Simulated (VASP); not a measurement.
# B (R-3m) in VASP: single point with r2SCAN

Aim: the single point of B with r2SCAN.

Program: VASP 6.6.1. These are calculated values, not measurements. Logs are shortened: lines on timing, memory, paths and dates and some standing lists are left out, and cuts for length are marked.

**1. The cell of the first run**

It takes space group R-3m (No. 166, trigonal). Conventional cell: a = 4.903 Å, b = 4.903 Å, c = 12.526 Å, α = 90.00°, β = 90.00°, γ = 120.00°. Within 2.2 Å of B (site symmetry m) lie 6 B at 1.67 to 1.80 Å. B (site symmetry m) has 7 B at 1.77 to 2.02 Å within 2.4 Å.

**2. Single point, r2SCAN**

Input file POSCAR:

```
B
1.0
    2.4513206207      1.4152706202      4.1752903528
   -2.4513206207      1.4152706202      4.1752903528
    0.0000000000     -2.8305412405      4.1752903528
B
12
Direct
    0.0098168973      0.6544711157      0.0098168973
    0.0098168973      0.0098168973      0.6544711157
    0.6544711157      0.0098168973      0.0098168973
    0.9901831027      0.3455288843      0.9901831027
    0.9901831027      0.9901831027      0.3455288843
    0.3455288843      0.9901831027      0.9901831027
    0.2203839308      0.6319117467      0.2203839308
    0.2203839308      0.2203839308      0.6319117467
    0.6319117467      0.2203839308      0.2203839308
    0.7796160692      0.3680882533      0.7796160692
    0.7796160692      0.7796160692      0.3680882533
    0.3680882533      0.7796160692      0.7796160692
```

Input file INCAR.step1:

```
PREC = Accurate
ENCUT = 520
ISMEAR = 0
SIGMA = 0.05
LREAL = False
LASPH = True
NELM = 80
NBANDS = 30
GGA = PE
ALGO = Normal
EDIFF = 1E-4
LWAVE = True
LCHARG = False
```

Input file INCAR.step2:

```
PREC = Accurate
ENCUT = 520
EDIFF = 1E-6
ISMEAR = 0
SIGMA = 0.05
LREAL = False
LASPH = True
NELM = 80
ALGO = Normal
ISIF = 2
LWAVE = False
LCHARG = False
METAGGA = R2SCAN
LMIXTAU = True
NBANDS = 30
ISTART = 1
```

Input file KPOINTS:

```
regular mesh
0
Gamma
  6 6 6
```

Potentials or basis: VASP PAW PBE potentials, release 64 (B).

Command:

```sh
cat potpaw_PBE.64/B/POTCAR > POTCAR
cp INCAR.step1 INCAR
mpirun -np 1 vasp_std > vasp.out
cp INCAR.step2 INCAR
mpirun -np 1 vasp_std > vasp.out
```

OUTCAR:

```text
PREC = Accurate
   ENCUT = 520
   EDIFF = 1E-6
   ISMEAR = 0
   LREAL = False
   LASPH = True
   NELM = 80
   ISIF = 2
   METAGGA = R2SCAN
   ISTART = 1

 ion  position               nearest neighbor table
   1  0.010  0.654  0.010-   4 1.67   3 1.74   2 1.74   7 1.79  12 1.80  11 1.80
   2  0.010  0.010  0.654-   5 1.67   3 1.74   1 1.74   8 1.79  10 1.80  12 1.80
   3  0.654  0.010  0.010-   6 1.67   1 1.74   2 1.74   9 1.79  10 1.80  11 1.80
   4  0.990  0.346  0.990-   1 1.67   6 1.74   5 1.74  10 1.79   9 1.80   8 1.80
   5  0.990  0.990  0.346-   2 1.67   4 1.74   6 1.74  11 1.79   9 1.80   7 1.80
   6  0.346  0.990  0.990-   3 1.67   4 1.74   5 1.74  12 1.79   7 1.80   8 1.80
   7  0.220  0.632  0.220-  11 1.77  12 1.77   1 1.79   6 1.80   5 1.80   9 2.02   8 2.02
   8  0.220  0.220  0.632-  10 1.77  12 1.77   2 1.79   4 1.80   6 1.80   7 2.02   9 2.02
   9  0.632  0.220  0.220-  11 1.77  10 1.77   3 1.79   4 1.80   5 1.80   7 2.02   8 2.02
  10  0.780  0.368  0.780-   8 1.77   9 1.77   4 1.79   3 1.80   2 1.80  12 2.02  11 2.02
  11  0.780  0.780  0.368-   7 1.77   9 1.77   5 1.79   3 1.80   1 1.80  10 2.02  12 2.02
  12  0.368  0.780  0.780-   8 1.77   7 1.77   6 1.79   1 1.80   2 1.80  10 2.02  11 2.02

  LATTYP: Found a trigonal (rhomboedric) cell.
 ALAT       =     5.0443050308
 COS(alpha) =     0.5276895533

  Lattice vectors:

 A1 = (   2.4513206207,   1.4152706202,   4.1752903528)
 A2 = (  -2.4513206207,   1.4152706202,   4.1752903528)
 A3 = (   0.0000000000,  -2.8305412405,   4.1752903528)

Analysis of symmetry for initial positions (statically):
=====================================================================
 Subroutine PRICEL returns:
 Original cell was already a primitive cell.

 Routine SETGRP: Setting up the symmetry group for a
 trigonal (rhombohedral) supercell.

 Subroutine GETGRP returns: Found 12 space group operations
 (whereof 12 operations were pure point group operations)
 out of a pool of 12 trial point group operations.

The static configuration has the point symmetry D_3d.

Analysis of symmetry for dynamics (positions and initial velocities):
=====================================================================
 Subroutine PRICEL returns:
 Original cell was already a primitive cell.

 Routine SETGRP: Setting up the symmetry group for a
 trigonal (rhombohedral) supercell.

 Subroutine GETGRP returns: Found 12 space group operations
 (whereof 12 operations were pure point group operations)
 out of a pool of 12 trial point group operations.

The dynamic configuration has the point symmetry D_3d.

 Subroutine INISYM returns: Found 12 space group operations
 (whereof 12 operations are pure point group operations),
 and found     1 'primitive' translations

----------------------------------------------------------------------------------------

                                     Primitive cell

  volume of cell :      86.9116

  direct lattice vectors                    reciprocal lattice vectors
     2.451320621  1.415270620  4.175290353     0.203971686  0.117763108  0.079834767
    -2.451320621  1.415270620  4.175290353    -0.203971686  0.117763108  0.079834767
     0.000000000 -2.830541241  4.175290353     0.000000000 -0.235526216  0.079834767

  length of vectors
     5.044305031  5.044305031  5.044305031     0.248688939  0.248688939  0.248688939

  position of ions in fractional coordinates (direct lattice)
     0.009816897  0.654471116  0.009816897
     0.009816897  0.009816897  0.654471116
     0.654471116  0.009816897  0.009816897
     0.990183103  0.345528884  0.990183103
     0.990183103  0.990183103  0.345528884
     0.345528884  0.990183103  0.990183103
     0.220383931  0.631911747  0.220383931
     0.220383931  0.220383931  0.631911747
     0.631911747  0.220383931  0.220383931
     0.779616069  0.368088253  0.779616069
     0.779616069  0.779616069  0.368088253
     0.368088253  0.779616069  0.779616069

  ion indices of the primitive-cell ions
   primitive index   ion index
                 1           1
                 2           2
                 3           3
                 4           4
                 5           5
                 6           6
                 7           7
                 8           8
                 9           9
                10          10
                11          11
                12          12

----------------------------------------------------------------------------------------

 KPOINTS: regular mesh

Automatic generation of k-mesh.
 Grid dimensions read from file:
 generate k-points for:    6    6    6

 Generating k-lattice:

  Cartesian coordinates                     Fractional coordinates (reciprocal lattice)
     0.033995281  0.019627185  0.013305795     0.166666667 -0.000000000  0.000000000
    -0.033995281  0.019627185  0.013305795    -0.000000000  0.166666667  0.000000000
     0.000000000 -0.039254369  0.013305795     0.000000000  0.000000000  0.166666667

  Length of vectors
     0.041448156  0.041448156  0.041448156

  Shift w.r.t. Gamma in fractional coordinates (k-lattice)
     0.000000000  0.000000000  0.000000000

 Subroutine IBZKPT returns following result:
 ===========================================

 Found     32 irreducible k-points:

 Following reciprocal coordinates:
            Coordinates               Weight
  0.000000  0.000000  0.000000      1.000000
  0.166667 -0.000000  0.000000      6.000000
  0.333333 -0.000000 -0.000000      6.000000
  0.500000 -0.000000  0.000000      3.000000
  0.166667  0.166667  0.000000      6.000000
  0.333333  0.166667  0.000000     12.000000
[... 16 lines left out ...]
  0.500000  0.500000  0.166667      6.000000
 -0.333333  0.500000  0.166667     12.000000
 [... further k-points ...]
   k-points           NKPTS =     32   k-points in BZ     NKDIM =     32   number of bands    NBANDS=     30
   number of dos      NEDOS =    301   number of ions     NIONS =     12
   total plane-waves  NPLWV =  64000
   dimension x,y,z NGX =    40 NGY =   40 NGZ =   40
   dimension x,y,z NGXF=    80 NGYF=   80 NGZF=   80
   ions per type =              12
   NGX,Y,Z   is equivalent  to a cutoff of  13.18, 13.18, 13.18 a.u.
   NGXF,Y,Z  is equivalent  to a cutoff of  26.37, 26.37, 26.37 a.u.
 SYSTEM =  unknown system
   PREC   = accura    normal or accurate (medium, high low for compatibility)
   ISTART =      1    job   : 0-new  1-cont  2-samecut
   ICHARG =      0    charge: 1-file 2-atom 10-const
   ISPIN  =      1    spin polarized calculation?
   LNONCOLLINEAR =      F non collinear calculations
   LSORBIT =      F    spin-orbit coupling
   LASPH  =      T    aspherical Exc in radial PAW
   ENCUT  =  520.0 eV  38.22 Ry    6.18 a.u.   9.38  9.38  9.38*2*pi/ulx,y,z
   NELM   =     80;   NELMIN=  2; NELMDL=  0     # of ELM steps
   EDIFF  = 0.1E-05   stopping-criterion for ELM
   LREAL  =      F    real-space projection
   EDIFFG = 0.1E-04   stopping-criterion for IOM
   NSW    =      0    number of steps for IOM
   IBRION =     -1    ionic relax: 0-MD 1-quasi-New 2-CG
   NFREE  =      0    steps in history (QN), initial steepest desc. (CG)
   ISIF   =      2    stress and relaxation
   ISYM   =      2    0-nonsym 1-usesym 2-fastsym
   POTIM  = 0.5000    time-step for ionic-motion
   TEBEG  =    0.0;   TEEND  =   0.0 temperature during run
   PSTRESS=    0.0 pullay stress
   NELECT =      36.0000    total number of electrons
   NUPDOWN=      -1.0000    fix difference up-down
   EMIN   =  10.00;   EMAX   =-10.00  energy-range for DOS
   EFERMI =   0.00;   METHOD = LEGACY
   ISMEAR =     0;   SIGMA  =   0.05  broadening in eV -4-tet -1-fermi 0-gaus
   EFERMI_NEDOS =   21; number of points for ismear=-14 and -15
   IALGO  =     38    algorithm
   IMIX   =      4    mixing-type and parameters
     AMIX     =   0.40;   BMIX     =  1.00
     AMIX_MAG =   1.60;   BMIX_MAG =  1.00
  volume/ion in A,a.u.               =       7.24        48.88
  Fermi-wavevector in a.u.,A,eV,Ry     =   1.220346  2.306120 20.262415  1.489246
  Thomas-Fermi vector in A             =   2.355567
   LORBIT       =      0    0 simple, 1 ext, 2 COOP (PROOUT), +10 PAW based schemes
   METAGGA = R2SCAN    functional components
   LHFCALC =     F    Hartree Fock is set to
   AEXX    =    0.0000 exact exchange contribution
   IVDW    =     0    specifies the selected vdW correction
   LEPSILON=     F    determine dielectric tensor
   LRPA    =     F    only Hartree local field effects (RPA)
 non-spin polarized calculation
 Gauss-broadening in eV      SIGMA  =   0.05
  energy-cutoff  :      520.00
  volume of cell :       86.91
 maximum number of plane-waves:      2360
 NGX is ok and might be reduce to    40
   NGX = 19   NGY = 19   NGZ = 19

 number of electron      36.0000000 magnetization

 Free energy of the ion-electron system (eV)
  ---------------------------------------------------
  ext. energy  EPLUGINS =         0.00000000
  ---------------------------------------------------
  free energy    TOTEN  =       -88.12794010 eV

  energy without entropy =      -88.12794010  energy(sigma->0) =      -88.12794010

 E-fermi :   6.1640     XC(G=0): -12.2940

 val. band max:        5.8744762248   @ k =   0.5000   0.5000   0.5000
 cond. band min:       7.5208659674   @ k =   0.5000   0.5000   0.0000
 fundamental gap:      1.6463897427
 Fermi energy:         6.1639627266

 k-point     1 :       0.0000    0.0000    0.0000
  band No.  band energies     occupation
      1     -11.2687      2.00000
      2      -5.2475      2.00000
      3      -4.9850      2.00000
      4      -4.9850      2.00000
      5      -3.6818      2.00000
      6      -3.0707      2.00000
[... 22 lines left out ...]
     29      16.2413      0.00000
     30      16.7980      0.00000
[... 728 lines left out ...]
  band No.  band energies     occupation
      1     -10.0737      2.00000
      2      -7.7775      2.00000
      3      -6.9151      2.00000
      4      -6.4638      2.00000
      5      -3.5301      2.00000
      6      -2.9804      2.00000
[... 22 lines left out ...]
     29      15.4018      0.00000
     30      16.4484      0.00000

 [... further k-points ...]

------------------------ aborting loop because EDIFF is reached ----------------------------------------

  FORCE on cell =-STRESS in cart. coord.  units (eV):
  Direction    XX          YY          ZZ          XY          YZ          ZX
  --------------------------------------------------------------------------------------
  -------------------------------------------------------------------------------------
  Total       -0.1207123     -0.1207123     -0.2704799      0.0000000      0.0000000      0.0000000
  in kB       -2.2252794     -2.2252794     -4.9861815      0.0000000      0.0000000      0.0000000
  external PRESSURE =      -3.1455801 kB  Pullay stress =       0.0000000 kB

 VOLUME and BASIS-vectors are now :
 -----------------------------------------------------------------------------
  energy-cutoff  :      520.00
  volume of cell :       86.91
      direct lattice vectors                 reciprocal lattice vectors
     2.451320621  1.415270620  4.175290353     0.203971686  0.117763108  0.079834767
    -2.451320621  1.415270620  4.175290353    -0.203971686  0.117763108  0.079834767
     0.000000000 -2.830541241  4.175290353     0.000000000 -0.235526216  0.079834767

 POSITION                                       TOTAL-FORCE (eV/Angst)
 -----------------------------------------------------------------------------------
     -1.58025      0.91236      2.81458         0.014132     -0.008159     -0.007035
      0.00000     -1.82472      2.81458         0.000000      0.016318     -0.007035
      1.58025      0.91236      2.81458        -0.014132     -0.008159     -0.007035
      1.58025     -0.91236      9.71129        -0.014132      0.008159      0.007035
      0.00000      1.82472      9.71129         0.000000     -0.016318      0.007035
     -1.58025     -0.91236      9.71129         0.014132      0.008159      0.007035
     -1.00879      0.58242      4.47875         0.020064     -0.011584      0.008642
      0.00000     -1.16485      4.47875         0.000000      0.023168      0.008642
      1.00879      0.58242      4.47875        -0.020064     -0.011584      0.008642
      1.00879     -0.58242      8.04712        -0.020064      0.011584     -0.008642
      0.00000      1.16485      8.04712         0.000000     -0.023168     -0.008642
     -1.00879     -0.58242      8.04712         0.020064      0.011584     -0.008642
 -----------------------------------------------------------------------------------
    total drift:                                0.000000     -0.000000      0.000000

  FREE ENERGIE OF THE ION-ELECTRON SYSTEM (eV)
  ---------------------------------------------------
  free  energy   TOTEN  =       -88.1279401045 eV

  energy  without entropy=      -88.1279401045  energy(sigma->0) =      -88.12794010
```

It took 8.8 min on 1 thread of Intel Xeon Platinum 8259CL at 2.50GHz (Skylake/Cascade Lake), shared host; peak memory 0.26 GiB.

What came out:

* Free energy: -88.1279 eV
* Pressure: -0.3 GPa
* Largest force: 0.025 eV/Å
* Band gap on the k mesh: 1.65 eV, indirect (least direct gap 2.07 eV)

Forces in eV/Å, atoms in the order of the input:
```
B    0.014 -0.008 -0.007
B    0.000  0.016 -0.007
B   -0.014 -0.008 -0.007
B   -0.014  0.008  0.007
B    0.000 -0.016  0.007
B    0.014  0.008  0.007
B    0.020 -0.012  0.009
B    0.000  0.023  0.009
B   -0.020 -0.012  0.009
B   -0.020  0.012 -0.009
B    0.000 -0.023 -0.009
B    0.020  0.012 -0.009
```

Caveat: the PAW data sets were made with another functional, which shifts forces and pressure a little. r2SCAN opens gaps a little over a GGA but as a rule still falls short of measured ones.
